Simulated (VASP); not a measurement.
TaN, 4 atoms in the cell. It takes space group P6_3mc (No. 186, hexagonal). The conventional cell has a = 3.050 Å, b = 3.050 Å, c = 4.940 Å, α = 90.00°, β = 90.00°, γ = 120.00°. Within 2.5 Å of Ta (site symmetry 3m) lie 4 N at 1.85 to 1.90 Å. Within 2.5 Å of N (site symmetry 3m) lie 4 Ta at 1.85 to 1.90 Å. 

* Program: VASP 6.6.1
* Task: single point
* Functional: PBE
* Potentials or basis: VASP PAW PBE potentials, release 64 (Ta_pv, N)
* Cutoff: 520 eV
* k mesh: 15 × 15 × 8
* Occupations: methfessel-paxton, width 0.05 eV
* Spin: no spin polarisation
* Dipole correction: no
* Further INCAR settings: ALGO = Normal; EDIFF = 1e-07; NBANDS = 24

Potentials or basis: VASP PAW PBE potentials, release 64 (Ta_pv, N).

Command:

```bash
$ cat potpaw_PBE.64/Ta_pv/POTCAR potpaw_PBE.64/N/POTCAR > POTCAR
$ mpirun -np 1 vasp_std > vasp.out
```

Hardware: 1 thread of Intel(R) Xeon(R) 6975P-C (Granite Rapids), on a shared host.

How long does it take, and how much memory?

Run time: 39 s on 1 thread of Intel(R) Xeon(R) 6975P-C (Granite Rapids), with other jobs on the host, peak memory 0.23 GiB. Counts: scf iterations 14, k points 135.
